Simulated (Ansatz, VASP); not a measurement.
Two plane-wave programs on Ru

Contents of INCAR:

```
SYSTEM = Ru
ALGO = Normal
EDIFF = 1E-6
ENCUT = 520
GGA = PE
ISIF = 2
ISMEAR = 0
LASPH = .True.
LCHARG = .False.
LREAL = .False.
LWAVE = .False.
NBANDS = 13
NELM = 80
PREC = Accurate
SIGMA = 0.1
```

File KPOINTS:

```
k-points
0
Gamma
  9 9 8
  0 0 0
```

Contents of POSCAR:

```
Ru
1.0
    2.5723315739      0.0000000000      0.0000000000
   -1.2861657869      2.2277044899      0.0000000000
    0.0000000000      0.0000000000      2.4035223143
Ru
1
Direct
    0.0000000000      0.0000000000      0.0000000000
```

Input for Ansatz:

```yaml
crystal:
  lattice:
    - [2.5723315739, 0.0, 0.0]
    - [-1.2861657869, 2.2277044899, 0.0]
    - [0.0, 0.0, 2.4035223143]
  atoms:
    - { symbol: Ru, position: [0.0, 0.0, 0.0] }
basis:
  ecutwfc: 420
kpoints:
  mp_grid: { grid: [9, 9, 8] }
hamiltonian:
  xc: pbe
scf:
  occupations: { method: gaussian, width: 0.1 }
  lower_state_search: "off"
output:
  forces: true
  stress: true
  eigenvalues: true
```

Alike in both runs: task single point; functional PBE; k mesh 9 × 9 × 8; occupations gaussian, width 0.1 eV; no spin polarisation.

|  | VASP | Ansatz |
| --- | --- | --- |
| version | VASP 6.6.1 | Ansatz 0.2.0 |
| potentials or method | VASP PAW PBE potentials, release 64 (Ru_pv), cutoff 520 eV | scalar-relativistic, plane waves, PAW |
| valence electrons in the cell | 14 | 16 |

```csv
,VASP,Ansatz,Ansatz less VASP
gap on the k mesh at the Fermi level (eV),none,none,-
pressure (GPa),26.3,26.2,-0.14
"traceless stress, the component that is largest in VASP (GPa)",-1.26,-1.53,-0.270
```

A gap of «none» marks a metal or a gap that the smearing closes. VASP's potentials hold 14 valence electrons a cell and Ansatz's 16, so a difference there can come from the potentials and not from the codes.
